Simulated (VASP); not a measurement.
# Os (P6_3/mmc) in VASP: further runs

The runs below take Os through single point, with LDA.

Program: VASP 6.6.1. These are calculated values, not measurements. Logs are shortened: lines on timing, memory, paths and dates and some standing lists are left out, and cuts for length are marked.

### 1 The cell of the first run

Symmetry: P6_3/mmc, No. 194, hexagonal system. The conventional cell has a = 2.718 Å, b = 2.718 Å, c = 4.284 Å, α = 90.00°, β = 90.00°, γ = 120.00°. Os (site symmetry -6m2) has 12 Os at 2.66 to 2.72 Å within 3.5 Å.

### 2 Single point, LDA

Contents of INCAR:

```
ALGO = Normal ; EDIFF = 1E-6
ENCUT = 520 ; ISIF = 2
ISMEAR = -1 ; LASPH = T
LCHARG = F ; LREAL = F
LWAVE = F ; NBANDS = 15
NELM = 80 ; PREC = Accurate
SIGMA = 0.1
```

Contents of KPOINTS:

```
k-points
0
Gamma
  14 14 8
```

Contents of POSCAR:

```
Os
1.0
    2.7175247593      0.0000000000      0.0000000000
   -1.3587623796      2.3534454770      0.0000000000
    0.0000000000      0.0000000000      4.2844606214
Os
2
Direct
    0.3333333333      0.6666666667      0.2500000000
    0.6666666667      0.3333333333      0.7500000000
```

Potentials or basis: VASP PAW LDA potentials, release 64 (Os).

Command:

```
cat potpaw_LDA.64/Os/POTCAR > POTCAR
mpirun -np 1 vasp_std > vasp.out
```

OUTCAR:

```text
EDIFF = 1E-6
   ENCUT = 520
   ISIF = 2
   ISMEAR = -1
   LASPH = T
   LREAL = F
   NELM = 80
   PREC = Accurate

 ion  position               nearest neighbor table
   1  0.333  0.667  0.250-   2 2.66   2 2.66   2 2.66   2 2.66   2 2.66   2 2.66
   2  0.667  0.333  0.750-   1 2.66   1 2.66   1 2.66   1 2.66   1 2.66   1 2.66

  LATTYP: Found a hexagonal cell.
 ALAT       =     2.7175247593
 C/A-ratio  =     1.5766040794

  Lattice vectors:

 A1 = (   2.7175247593,   0.0000000000,   0.0000000000)
 A2 = (  -1.3587623796,   2.3534454770,   0.0000000000)
 A3 = (   0.0000000000,   0.0000000000,   4.2844606214)

Analysis of symmetry for initial positions (statically):
=====================================================================
 Subroutine PRICEL returns:
 Original cell was already a primitive cell.

 Routine SETGRP: Setting up the symmetry group for a
 hexagonal supercell.

 Subroutine GETGRP returns: Found 24 space group operations
 (whereof 12 operations were pure point group operations)
 out of a pool of 24 trial point group operations.

The static configuration has the point symmetry D_3d.
 The point group associated with its full space group is D_6h.

Analysis of symmetry for dynamics (positions and initial velocities):
=====================================================================
 Subroutine PRICEL returns:
 Original cell was already a primitive cell.

 Routine SETGRP: Setting up the symmetry group for a
 hexagonal supercell.

 Subroutine GETGRP returns: Found 24 space group operations
 (whereof 12 operations were pure point group operations)
 out of a pool of 24 trial point group operations.

The dynamic configuration has the point symmetry D_3d.
 The point group associated with its full space group is D_6h.

 Subroutine INISYM returns: Found 24 space group operations
 (whereof 12 operations are pure point group operations),
 and found     1 'primitive' translations

----------------------------------------------------------------------------------------

                                     Primitive cell

  volume of cell :      27.4015

  direct lattice vectors                    reciprocal lattice vectors
     2.717524759  0.000000000  0.000000000     0.367981928  0.212454465  0.000000000
    -1.358762380  2.353445477  0.000000000     0.000000000  0.424908930  0.000000000
     0.000000000  0.000000000  4.284460621     0.000000000  0.000000000  0.233401608

  length of vectors
     2.717524759  2.717524759  4.284460621     0.424908930  0.424908930  0.233401608

  position of ions in fractional coordinates (direct lattice)
     0.333333333  0.666666667  0.250000000
     0.666666667  0.333333333  0.750000000

  ion indices of the primitive-cell ions
   primitive index   ion index
                 1           1
                 2           2

----------------------------------------------------------------------------------------

 KPOINTS: k-points

Automatic generation of k-mesh.
 Grid dimensions read from file:
 generate k-points for:   14   14    8

 Generating k-lattice:

  Cartesian coordinates                     Fractional coordinates (reciprocal lattice)
     0.026284423  0.015175319  0.000000000     0.071428571  0.000000000  0.000000000
     0.000000000  0.030350638  0.000000000     0.000000000  0.071428571  0.000000000
     0.000000000  0.000000000  0.029175201     0.000000000  0.000000000  0.125000000

  Length of vectors
     0.030350638  0.030350638  0.029175201

  Shift w.r.t. Gamma in fractional coordinates (k-lattice)
     0.000000000  0.000000000  0.000000000

 Subroutine IBZKPT returns following result:
 ===========================================

 Found    120 irreducible k-points:

 Following reciprocal coordinates:
            Coordinates               Weight
  0.000000  0.000000  0.000000      1.000000
  0.071429 -0.000000  0.000000      6.000000
  0.142857  0.000000  0.000000      6.000000
  0.214286  0.000000  0.000000      6.000000
  0.285714 -0.000000  0.000000      6.000000
  0.357143  0.000000  0.000000      6.000000
[... 16 lines left out ...]
  0.285714  0.285714  0.000000      6.000000
  0.357143  0.285714  0.000000      6.000000
 [... further k-points ...]
   k-points           NKPTS =    120   k-points in BZ     NKDIM =    120   number of bands    NBANDS=     15
   number of dos      NEDOS =    301   number of ions     NIONS =      2
   total plane-waves  NPLWV =  12800
   dimension x,y,z NGX =    20 NGY =   20 NGZ =   32
   dimension x,y,z NGXF=    40 NGYF=   40 NGZF=   64
   ions per type =               2
   NGX,Y,Z   is equivalent  to a cutoff of  12.24, 12.24, 12.42 a.u.
   NGXF,Y,Z  is equivalent  to a cutoff of  24.47, 24.47, 24.83 a.u.
 SYSTEM =  unknown system
   PREC   = accura    normal or accurate (medium, high low for compatibility)
   ISTART =      0    job   : 0-new  1-cont  2-samecut
   ICHARG =      2    charge: 1-file 2-atom 10-const
   ISPIN  =      1    spin polarized calculation?
   LNONCOLLINEAR =      F non collinear calculations
   LSORBIT =      F    spin-orbit coupling
   LASPH  =      T    aspherical Exc in radial PAW
   ENCUT  =  520.0 eV  38.22 Ry    6.18 a.u.   5.05  5.05  7.97*2*pi/ulx,y,z
   NELM   =     80;   NELMIN=  2; NELMDL= -5     # of ELM steps
   EDIFF  = 0.1E-05   stopping-criterion for ELM
   LREAL  =      F    real-space projection
   EDIFFG = 0.1E-04   stopping-criterion for IOM
   NSW    =      0    number of steps for IOM
   IBRION =     -1    ionic relax: 0-MD 1-quasi-New 2-CG
   NFREE  =      0    steps in history (QN), initial steepest desc. (CG)
   ISIF   =      2    stress and relaxation
   ISYM   =      2    0-nonsym 1-usesym 2-fastsym
   POTIM  = 0.5000    time-step for ionic-motion
   TEBEG  =    0.0;   TEEND  =   0.0 temperature during run
   PSTRESS=    0.0 pullay stress
   NELECT =      16.0000    total number of electrons
   NUPDOWN=      -1.0000    fix difference up-down
   EMIN   =  10.00;   EMAX   =-10.00  energy-range for DOS
   EFERMI =   0.00;   METHOD = LEGACY
   ISMEAR =    -1;   SIGMA  =   0.10  broadening in eV -4-tet -1-fermi 0-gaus
   EFERMI_NEDOS =   21; number of points for ismear=-14 and -15
   IALGO  =     38    algorithm
   IMIX   =      4    mixing-type and parameters
     AMIX     =   0.40;   BMIX     =  1.00
     AMIX_MAG =   1.60;   BMIX_MAG =  1.00
  volume/ion in A,a.u.               =      13.70        92.46
  Fermi-wavevector in a.u.,A,eV,Ry     =   1.368328  2.585765 25.474482  1.872322
  Thomas-Fermi vector in A             =   2.494302
   LORBIT       =      0    0 simple, 1 ext, 2 COOP (PROOUT), +10 PAW based schemes
   GGA     = CA    functional components
   LHFCALC =     F    Hartree Fock is set to
   AEXX    =    0.0000 exact exchange contribution
   IVDW    =     0    specifies the selected vdW correction
   LEPSILON=     F    determine dielectric tensor
   LRPA    =     F    only Hartree local field effects (RPA)
 non-spin polarized calculation
  energy-cutoff  :      520.00
  volume of cell :       27.40
 maximum number of plane-waves:       752
   NGX = 11   NGY = 11   NGZ = 15

 number of electron      15.9999998 magnetization

 Free energy of the ion-electron system (eV)
  ---------------------------------------------------
  ext. energy  EPLUGINS =         0.00000000
  ---------------------------------------------------
  free energy    TOTEN  =       -25.32439098 eV

  energy without entropy =      -25.28160476  energy(sigma->0) =      -25.30299787

 E-fermi :   9.7390     XC(G=0): -14.2973

 val. band max:        9.7386355259   @ k =   0.0714   0.0714   0.3750
 cond. band min:       9.7559470989   @ k =   0.2143   0.0000   0.3750
 fundamental gap:      0.0173115731
 Fermi energy:         9.7389564756

 k-point     1 :       0.0000    0.0000    0.0000
  band No.  band energies     occupation
      1      -1.3405      2.00000
      2       1.7543      2.00000
      3       6.5463      2.00000
      4       6.5463      2.00000
      5       6.8328      2.00000
      6       7.4210      2.00000
      7       7.4210      2.00000
      8       8.0719      2.00000
      9       8.0719      2.00000
     10       9.8868      0.37124
     11      11.4421      0.00000
     12      11.4421      0.00000
     13      19.0681      0.00000
     14      23.8147      0.00000
     15      26.5844      0.00000

 k-point     2 :       0.0714   -0.0000    0.0000
  band No.  band energies     occupation
      1      -1.1290      2.00000
      2       1.9411      2.00000
      3       6.1368      2.00000
      4       6.7331      2.00000
      5       7.1785      2.00000
      6       7.3059      2.00000
      7       7.5956      2.00000
      8       7.8043      2.00000
      9       7.9208      2.00000
     10       8.9824      1.99896
     11      11.5491      0.00000
     12      12.6704      0.00000
     13      19.0548      0.00000
     14      24.2550      0.00000
     15      26.8580      0.00000

 k-point     3 :       0.1429    0.0000    0.0000
  band No.  band energies     occupation
      1      -0.5251      2.00000
      2       2.4333      2.00000
      3       5.5782      2.00000
      4       6.8055      2.00000
      5       6.9524      2.00000
      6       7.2818      2.00000
      7       7.5472      2.00000
      8       7.7504      2.00000
      9       8.1061      2.00000
     10       8.2863      2.00000
     11      11.7970      0.00000
     12      14.5542      0.00000
     13      18.9630      0.00000
     14      25.3451      0.00000
     15      27.4296      0.00000

 k-point     4 :       0.2143    0.0000    0.0000
  band No.  band energies     occupation
      1       0.3679      2.00000
      2       2.9467      2.00000
      3       5.2144      2.00000
      4       5.5824      2.00000
      5       6.6479      2.00000
      6       7.0926      2.00000
      7       7.9007      2.00000
      8       8.1536      2.00000
      9       8.4822      1.99999
     10       8.9085      1.99951
     11      12.0648      0.00000
     12      16.5234      0.00000
     13      18.7418      0.00000
     14      25.2366      0.00000
     15      26.7012      0.00000
[... 307 lines left out ...]
 k-point    22 :       0.3571    0.2143    0.0000
  band No.  band energies     occupation
      1       3.0790      2.00000
      2       3.5735      2.00000
      3       3.6574      2.00000
      4       5.4751      2.00000
      5       5.9128      2.00000
      6       6.7216      2.00000
      7       8.0212      2.00000
      8      10.9199      0.00001
      9      11.8459      0.00000
     10      12.0064      0.00000
     11      14.7288      0.00000
     12      15.9217      0.00000
     13      18.1062      0.00000
     14      21.3359      0.00000
     15      23.9899      0.00000

 k-point    23 :       0.2857    0.2857    0.0000
  band No.  band energies     occupation
      1       3.0836      2.00000
      2       3.8151      2.00000
      3       4.2494      2.00000
      4       4.8735      2.00000
      5       5.9159      2.00000
      6       6.6370      2.00000
      7       8.0680      2.00000
      8      10.5752      0.00047
      9      11.8355      0.00000
     10      11.9212      0.00000
     11      14.7093      0.00000
     12      16.0470      0.00000
     13      17.7071      0.00000
     14      21.7929      0.00000
     15      24.4320      0.00000

 k-point    24 :       0.3571    0.2857    0.0000
  band No.  band energies     occupation
      1       3.0036      2.00000
      2       4.0577      2.00000
      3       4.1463      2.00000
      4       5.0943      2.00000
      5       6.0485      2.00000
      6       6.3883      2.00000
      7       8.2908      2.00000
      8      11.0409      0.00000
      9      11.5037      0.00000
     10      11.8825      0.00000
     11      15.2310      0.00000
     12      15.2687      0.00000
     13      17.1559      0.00000
     14      23.2130      0.00000
     15      24.9591      0.00000

 [... further k-points ...]

------------------------ aborting loop because EDIFF is reached ----------------------------------------

  FORCE on cell =-STRESS in cart. coord.  units (eV):
  Direction    XX          YY          ZZ          XY          YZ          ZX
  --------------------------------------------------------------------------------------
  -------------------------------------------------------------------------------------
  Total        0.1674509      0.1674509      0.2445281      0.0000000      0.0000000      0.0000000
  in kB        9.7909398      9.7909398     14.2976800      0.0000000      0.0000000      0.0000000
  external PRESSURE =      11.2931865 kB  Pullay stress =       0.0000000 kB

 VOLUME and BASIS-vectors are now :
 -----------------------------------------------------------------------------
  energy-cutoff  :      520.00
  volume of cell :       27.40
      direct lattice vectors                 reciprocal lattice vectors
     2.717524759  0.000000000  0.000000000     0.367981928  0.212454465  0.000000000
    -1.358762380  2.353445477  0.000000000     0.000000000  0.424908930  0.000000000
     0.000000000  0.000000000  4.284460621     0.000000000  0.000000000  0.233401608

 POSITION                                       TOTAL-FORCE (eV/Angst)
 -----------------------------------------------------------------------------------
     -0.00000      1.56896      1.07112        -0.000000     -0.000000      0.000000
      1.35876      0.78448      3.21335         0.000000      0.000000      0.000000
 -----------------------------------------------------------------------------------
    total drift:                               -0.000000      0.000000     -0.000000

  FREE ENERGIE OF THE ION-ELECTRON SYSTEM (eV)
  ---------------------------------------------------
  free  energy   TOTEN  =       -25.3243909805 eV

  energy  without entropy=      -25.2816047596  energy(sigma->0) =      -25.30299787
```

It took 19 s on 1 thread of Intel Xeon Platinum 8488C (Sapphire Rapids), shared host; peak memory 0.15 GiB.

What came out:

```yaml
Free_energy: -25.3244 eV
Pressure: 1.1 GPa
Band_gap_on_the_k_mesh: zero (bands 8 and 9 overlap by 3.87 eV)
```

Stress tensor (GPa, compression positive):
```
0.98 0.00 0.00
0.00 0.98 0.00
0.00 0.00 1.43
```

Caveat: spin-orbit coupling is left out, which moves the levels of the heavy elements.

(Continued in part 2 of 2.)
